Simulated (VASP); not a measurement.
# TiPt3 (P4mm) in VASP: a series of runs

The runs below take TiPt3 through single point, with PBEsol.

Everything below comes from runs of VASP 6.6.1. Logs are shortened: lines on timing, memory, paths and dates and some standing lists are left out, and cuts for length are marked.

## Step 1: The cell of the first run

It takes space group P4mm (No. 99, tetragonal). The conventional cell has a = 3.897 Å, b = 3.897 Å, c = 3.897 Å, α = 90.00°, β = 90.00°, γ = 90.00°. Within 3.6 Å of Ti (site symmetry 4mm) lie 12 Pt at 2.73 to 2.78 Å. Pt (site symmetry 2mm) has 4 Ti at 2.73 to 2.78 Å and 8 Pt at 2.76 Å within 3.6 Å. Within 3.6 Å of Pt (site symmetry 4mm) lie 8 Pt at 2.76 Å and 4 Ti at 2.76 Å.

## Step 2: Single point, PBEsol

INCAR

```
PREC = Accurate ; ENCUT = 520
EDIFF = 1E-7 ; ISMEAR = -1
SIGMA = 0.1 ; LREAL = False
LASPH = True ; NELM = 80
ALGO = Normal ; ISIF = 2
LWAVE = False ; LCHARG = False
GGA = PS ; NBANDS = 29
```

KPOINTS

```
regular mesh
0
Gamma
  4 4 4
```

POSCAR

```
TiPt3
1.0
    3.8970000000      0.0000000000      0.0000000000
    0.0000000000      3.8970000000      0.0000000000
    0.0000000000      0.0000000000      3.8970000000
Ti Pt
1 3
Direct
    0.0000000000      0.0000000000      0.0100000000
    0.0000000000      0.5000000000      0.5000000000
    0.5000000000      0.0000000000      0.5000000000
    0.5000000000      0.5000000000      0.0000000000
```

Potentials or basis: VASP PAW PBE potentials, release 64 (Ti_sv, Pt).

Started as:

```sh
> cat potpaw_PBE.64/Ti_sv/POTCAR potpaw_PBE.64/Pt/POTCAR > POTCAR
> mpirun -np 1 vasp_std > vasp.out
```

OUTCAR:

```text
PREC = Accurate
   ENCUT = 520
   EDIFF = 1E-7
   ISMEAR = -1
   LREAL = False
   LASPH = True
   NELM = 80
   ISIF = 2
   GGA = PS

 ion  position               nearest neighbor table
   1  0.000  0.000  0.010-   2 2.73   3 2.73   2 2.73   3 2.73   4 2.76   4 2.76   4 2.76   4 2.76
                             2 2.78   3 2.78   3 2.78   2 2.78
   2  0.000  0.500  0.500-   1 2.73   1 2.73   4 2.76   4 2.76   3 2.76   3 2.76   3 2.76   4 2.76
                             4 2.76   3 2.76   1 2.78   1 2.78
   3  0.500  0.000  0.500-   1 2.73   1 2.73   4 2.76   4 2.76   2 2.76   4 2.76   4 2.76   2 2.76
                             2 2.76   2 2.76   1 2.78   1 2.78
   4  0.500  0.500  0.000-   2 2.76   3 2.76   2 2.76   3 2.76   3 2.76   3 2.76   2 2.76   2 2.76
                             1 2.76   1 2.76   1 2.76   1 2.76

  LATTYP: Found a simple cubic cell.
 ALAT       =     3.8970000000

  Lattice vectors:

 A1 = (   3.8970000000,   0.0000000000,   0.0000000000)
 A2 = (   0.0000000000,   3.8970000000,   0.0000000000)
 A3 = (   0.0000000000,   0.0000000000,   3.8970000000)

Analysis of symmetry for initial positions (statically):
=====================================================================
 Subroutine PRICEL returns:
 Original cell was already a primitive cell.

 Routine SETGRP: Setting up the symmetry group for a
 simple cubic supercell.

 Subroutine GETGRP returns: Found  8 space group operations
 (whereof  8 operations were pure point group operations)
 out of a pool of 48 trial point group operations.

The static configuration has the point symmetry C_4v.

Analysis of symmetry for dynamics (positions and initial velocities):
=====================================================================
 Subroutine PRICEL returns:
 Original cell was already a primitive cell.

 Routine SETGRP: Setting up the symmetry group for a
 simple cubic supercell.

 Subroutine GETGRP returns: Found  8 space group operations
 (whereof  8 operations were pure point group operations)
 out of a pool of 48 trial point group operations.

The dynamic configuration has the point symmetry C_4v.

 Subroutine INISYM returns: Found  8 space group operations
 (whereof  8 operations are pure point group operations),
 and found     1 'primitive' translations

----------------------------------------------------------------------------------------

                                     Primitive cell

  volume of cell :      59.1822

  direct lattice vectors                    reciprocal lattice vectors
     3.897000000  0.000000000  0.000000000     0.256607647  0.000000000  0.000000000
     0.000000000  3.897000000  0.000000000     0.000000000  0.256607647  0.000000000
     0.000000000  0.000000000  3.897000000     0.000000000  0.000000000  0.256607647

  length of vectors
     3.897000000  3.897000000  3.897000000     0.256607647  0.256607647  0.256607647

  position of ions in fractional coordinates (direct lattice)
     0.000000000  0.000000000  0.010000000
     0.000000000  0.500000000  0.500000000
     0.500000000  0.000000000  0.500000000
     0.500000000  0.500000000  0.000000000

  ion indices of the primitive-cell ions
   primitive index   ion index
                 1           1
                 2           2
                 3           3
                 4           4

----------------------------------------------------------------------------------------

 KPOINTS: regular mesh

Automatic generation of k-mesh.
 Grid dimensions read from file:
 generate k-points for:    4    4    4

 Generating k-lattice:

  Cartesian coordinates                     Fractional coordinates (reciprocal lattice)
     0.064151912  0.000000000  0.000000000     0.250000000  0.000000000  0.000000000
     0.000000000  0.064151912  0.000000000     0.000000000  0.250000000  0.000000000
     0.000000000  0.000000000  0.064151912     0.000000000  0.000000000  0.250000000

  Length of vectors
     0.064151912  0.064151912  0.064151912

  Shift w.r.t. Gamma in fractional coordinates (k-lattice)
     0.000000000  0.000000000  0.000000000

 Subroutine IBZKPT returns following result:
 ===========================================

 Found     18 irreducible k-points:

 Following reciprocal coordinates:
            Coordinates               Weight
  0.000000  0.000000  0.000000      1.000000
  0.250000  0.000000  0.000000      4.000000
  0.000000  0.000000  0.250000      2.000000
  0.500000  0.000000  0.000000      2.000000
  0.000000  0.000000  0.500000      1.000000
  0.250000  0.250000  0.000000      4.000000
[... 10 lines left out ...]
  0.250000  0.500000  0.500000      4.000000
  0.500000  0.500000  0.500000      1.000000
   k-points           NKPTS =     18   k-points in BZ     NKDIM =     18   number of bands    NBANDS=     29
   number of dos      NEDOS =    301   number of ions     NIONS =      4
   total plane-waves  NPLWV =  27000
   dimension x,y,z NGX =    30 NGY =   30 NGZ =   30
   dimension x,y,z NGXF=    60 NGYF=   60 NGZF=   60
   ions per type =               1   3
   NGX,Y,Z   is equivalent  to a cutoff of  12.80, 12.80, 12.80 a.u.
   NGXF,Y,Z  is equivalent  to a cutoff of  25.60, 25.60, 25.60 a.u.
 SYSTEM =  unknown system
   PREC   = accura    normal or accurate (medium, high low for compatibility)
   ISTART =      0    job   : 0-new  1-cont  2-samecut
   ICHARG =      2    charge: 1-file 2-atom 10-const
   ISPIN  =      1    spin polarized calculation?
   LNONCOLLINEAR =      F non collinear calculations
   LSORBIT =      F    spin-orbit coupling
   LASPH  =      T    aspherical Exc in radial PAW
   ENCUT  =  520.0 eV  38.22 Ry    6.18 a.u.   7.25  7.25  7.25*2*pi/ulx,y,z
   NELM   =     80;   NELMIN=  2; NELMDL= -5     # of ELM steps
   EDIFF  = 0.1E-06   stopping-criterion for ELM
   LREAL  =      F    real-space projection
   EDIFFG = 0.1E-05   stopping-criterion for IOM
   NSW    =      0    number of steps for IOM
   IBRION =     -1    ionic relax: 0-MD 1-quasi-New 2-CG
   NFREE  =      0    steps in history (QN), initial steepest desc. (CG)
   ISIF   =      2    stress and relaxation
   ISYM   =      2    0-nonsym 1-usesym 2-fastsym
   POTIM  = 0.5000    time-step for ionic-motion
   TEBEG  =    0.0;   TEEND  =   0.0 temperature during run
   PSTRESS=    0.0 pullay stress
   NELECT =      42.0000    total number of electrons
   NUPDOWN=      -1.0000    fix difference up-down
   EMIN   =  10.00;   EMAX   =-10.00  energy-range for DOS
   EFERMI =   0.00;   METHOD = LEGACY
   ISMEAR =    -1;   SIGMA  =   0.10  broadening in eV -4-tet -1-fermi 0-gaus
   EFERMI_NEDOS =   21; number of points for ismear=-14 and -15
   IALGO  =     38    algorithm
   IMIX   =      4    mixing-type and parameters
     AMIX     =   0.40;   BMIX     =  1.00
     AMIX_MAG =   1.60;   BMIX_MAG =  1.00
  volume/ion in A,a.u.               =      14.80        99.85
  Fermi-wavevector in a.u.,A,eV,Ry     =   1.460251  2.759474 29.012153  2.132333
  Thomas-Fermi vector in A             =   2.576723
   LORBIT       =      0    0 simple, 1 ext, 2 COOP (PROOUT), +10 PAW based schemes
   GGA     = PS    functional components
   LHFCALC =     F    Hartree Fock is set to
   AEXX    =    0.0000 exact exchange contribution
   IVDW    =     0    specifies the selected vdW correction
   LEPSILON=     F    determine dielectric tensor
   LRPA    =     F    only Hartree local field effects (RPA)
 non-spin polarized calculation
  energy-cutoff  :      520.00
  volume of cell :       59.18
 maximum number of plane-waves:      1628
 NGX is ok and might be reduce to    30
   NGX = 15   NGY = 15   NGZ = 15

 number of electron      42.0000001 magnetization

 Free energy of the ion-electron system (eV)
  ---------------------------------------------------
  ext. energy  EPLUGINS =         0.00000000
  ---------------------------------------------------
  free energy    TOTEN  =       -32.79717592 eV

  energy without entropy =      -32.72889004  energy(sigma->0) =      -32.76303298

 E-fermi :  11.6685     XC(G=0): -13.4245

 val. band max:       11.5248813585   @ k =   0.5000   0.0000   0.0000
 cond. band min:      11.7189498049   @ k =   0.0000   0.0000   0.0000
 fundamental gap:      0.1940684464
 Fermi energy:        11.6685214368

 k-point     1 :       0.0000    0.0000    0.0000
  band No.  band energies     occupation
      1     -46.1989      2.00000
      2     -22.5217      2.00000
      3     -22.5212      2.00000
      4     -22.5212      2.00000
      5       1.4135      2.00000
      6       4.2390      2.00000
[... 21 lines left out ...]
     28      13.7771      0.00000
     29      20.0779      0.00000

 k-point     2 :       0.2500    0.0000    0.0000
  band No.  band energies     occupation
      1     -46.1979      2.00000
      2     -22.5360      2.00000
      3     -22.5240      2.00000
      4     -22.5236      2.00000
      5       2.2139      2.00000
      6       4.7091      2.00000
[... 21 lines left out ...]
     28      16.4513      0.00000
     29      19.0629      0.00000

 k-point     3 :       0.0000    0.0000    0.2500
  band No.  band energies     occupation
      1     -46.1979      2.00000
      2     -22.5365      2.00000
      3     -22.5236      2.00000
      4     -22.5236      2.00000
      5       2.2137      2.00000
      6       4.7093      2.00000
[... 21 lines left out ...]
     28      16.4510      0.00000
     29      19.0627      0.00000

 k-point     4 :       0.5000    0.0000    0.0000
  band No.  band energies     occupation
      1     -46.1970      2.00000
      2     -22.5508      2.00000
      3     -22.5264      2.00000
      4     -22.5259      2.00000
      5       3.6424      2.00000
      6       4.7911      2.00000
[... 405 lines left out ...]
     28      14.3563      0.00000
     29      18.8075      0.00000

 k-point    17 :       0.2500    0.5000    0.5000
  band No.  band energies     occupation
      1     -46.1964      2.00000
      2     -22.5392      2.00000
      3     -22.5387      2.00000
      4     -22.5323      2.00000
      5       4.6070      2.00000
      6       4.6079      2.00000
[... 21 lines left out ...]
     28      14.3607      0.00000
     29      18.8058      0.00000

 k-point    18 :       0.5000    0.5000    0.5000
  band No.  band energies     occupation
      1     -46.1965      2.00000
      2     -22.5350      2.00000
      3     -22.5345      2.00000
      4     -22.5345      2.00000
      5       4.1746      2.00000
      6       4.1753      2.00000
[... 21 lines left out ...]
     28      13.2812      0.00000
     29      17.3231      0.00000

------------------------ aborting loop because EDIFF is reached ----------------------------------------

  FORCE on cell =-STRESS in cart. coord.  units (eV):
  Direction    XX          YY          ZZ          XY          YZ          ZX
  --------------------------------------------------------------------------------------
  -------------------------------------------------------------------------------------
  Total        0.0228795      0.0228795      0.0296659      0.0000000      0.0000000      0.0000000
  in kB        0.6193930      0.6193930      0.8031135      0.0000000      0.0000000      0.0000000
  external PRESSURE =       0.6806332 kB  Pullay stress =       0.0000000 kB

 VOLUME and BASIS-vectors are now :
 -----------------------------------------------------------------------------
  energy-cutoff  :      520.00
  volume of cell :       59.18
      direct lattice vectors                 reciprocal lattice vectors
     3.897000000  0.000000000  0.000000000     0.256607647  0.000000000  0.000000000
     0.000000000  3.897000000  0.000000000     0.000000000  0.256607647  0.000000000
     0.000000000  0.000000000  3.897000000     0.000000000  0.000000000  0.256607647

 POSITION                                       TOTAL-FORCE (eV/Angst)
 -----------------------------------------------------------------------------------
      0.00000      0.00000      0.03897         0.000000     -0.000000     -0.204250
      0.00000      1.94850      1.94850        -0.000000      0.000000      0.083553
      1.94850      0.00000      1.94850        -0.000000      0.000000      0.083553
      1.94850      1.94850      0.00000         0.000000     -0.000000      0.037144
 -----------------------------------------------------------------------------------
    total drift:                                0.000000      0.000000     -0.000033

  FREE ENERGIE OF THE ION-ELECTRON SYSTEM (eV)
  ---------------------------------------------------
  free  energy   TOTEN  =       -32.7971759208 eV

  energy  without entropy=      -32.7288900359  energy(sigma->0) =      -32.76303298
```

It took 34 s on 1 thread of Intel Xeon 6975P-C, shared host; peak memory 0.18 GiB.

Results:

```yaml
Free_energy: -32.7972 eV
Pressure: 0.1 GPa
Largest_force: 0.204 eV/Å
Band_gap_on_the_k_mesh: zero (band 21 reaches 13.03 eV, above the bottom of band 22 at 11.23 eV)
```

Forces on the atoms (eV/Å):
```
Ti   0.000  0.000 -0.204
Pt   0.000  0.000  0.084
Pt   0.000  0.000  0.084
Pt   0.000  0.000  0.037
```

Levels at points of the mesh, in eV from the Fermi level:
| k point | band 17 | band 18 | band 19 | band 20 | band 21 | band 22 | band 23 | band 24 | band 25 | band 26 |
| --- | --- | --- | --- | --- | --- | --- | --- | --- | --- | --- |
| (0.00, 0.00, 0.00) | -0.50 | 0.05 | 0.05 | 0.05 | 1.36 | 1.46 | 1.57 | 1.57 | 1.68 | 2.11 |
| (0.50, 0.00, 0.00) | -2.67 | -2.67 | -2.60 | -1.36 | -0.15 | -0.14 | 0.06 | 0.52 | 0.83 | 2.08 |
| (0.00, 0.00, 0.50) | -2.67 | -2.67 | -2.60 | -1.36 | -0.15 | -0.15 | 0.05 | 0.53 | 0.83 | 2.08 |
| (0.50, 0.50, 0.00) | -3.12 | -3.12 | -2.44 | -2.29 | -2.27 | 0.28 | 0.28 | 0.44 | 1.51 | 1.51 |
| (0.00, 0.50, 0.50) | -3.12 | -3.11 | -2.43 | -2.29 | -2.27 | 0.28 | 0.28 | 0.43 | 1.51 | 1.51 |
| (0.50, 0.50, 0.50) | -1.02 | -0.69 | -0.69 | -0.69 | -0.44 | -0.44 | -0.44 | 1.26 | 1.26 | 1.26 |

Caveat: the k points lie up to 0.40 Å⁻¹ apart; the PAW data sets were made with another functional, which shifts forces and pressure a little; spin-orbit coupling is left out, which moves the levels of the heavy elements.

## Step 3: Single point, PBEsol

INCAR

```
ALGO = Normal
EDIFF = 1E-6
ENCUT = 520
GGA = PS
ISIF = 2
ISMEAR = -1
LASPH = True
LCHARG = False
LREAL = False
LWAVE = False
NBANDS = 29
NELM = 80
PREC = Accurate
SIGMA = 0.1
```

KPOINTS

```
k-points
0
Gamma
  4 4 4
```

Edit POSCAR of step 2 so:

```diff
@@ -8,3 +8,3 @@
 Direct
-    0.0000000000      0.0000000000      0.0100000000
+    0.0000000000      0.0000000000      0.0200000000
     0.0000000000      0.5000000000      0.5000000000
```

Potentials or basis: VASP PAW PBE potentials, release 64 (Ti_sv, Pt).

Started as:

```sh
> cat potpaw_PBE.64/Ti_sv/POTCAR potpaw_PBE.64/Pt/POTCAR > POTCAR
> mpirun -np 1 vasp_std > vasp.out
```

Wall time 36 s (1 thread of Intel Xeon 6975P-C, shared host); peak memory 0.18 GiB.

Results (log left out):

```yaml
Free_energy: -32.7852 eV
Pressure: 0.3 GPa
Largest_force: 0.411 eV/Å
Band_gap_on_the_k_mesh: zero (band 21 reaches 12.89 eV, above the bottom of band 22 at 11.23 eV)
```

Forces on the atoms (eV/Å):
```
Ti   0.000  0.000 -0.411
Pt   0.000  0.000  0.169
Pt   0.000  0.000  0.169
Pt   0.000  0.000  0.074
```

Levels at points of the mesh, in eV from the Fermi level:
```tsv
k point	band 19	band 20	band 21	band 22	band 23	band 24
(0.00, 0.00, 0.00)	0.05	0.05	1.22	1.45	1.57	1.57
(0.50, 0.00, 0.00)	-2.62	-1.37	-0.14	-0.12	0.05	0.53
(0.00, 0.00, 0.50)	-2.61	-1.37	-0.15	-0.15	0.05	0.55
(0.50, 0.50, 0.00)	-2.43	-2.32	-2.27	0.28	0.28	0.46
(0.00, 0.50, 0.50)	-2.42	-2.30	-2.27	0.29	0.30	0.43
(0.50, 0.50, 0.50)	-0.70	-0.69	-0.44	-0.44	-0.44	1.26
```

Caveat: the k points lie up to 0.40 Å⁻¹ apart; the PAW data sets were made with another functional, which shifts forces and pressure a little; spin-orbit coupling is left out, which moves the levels of the heavy elements.
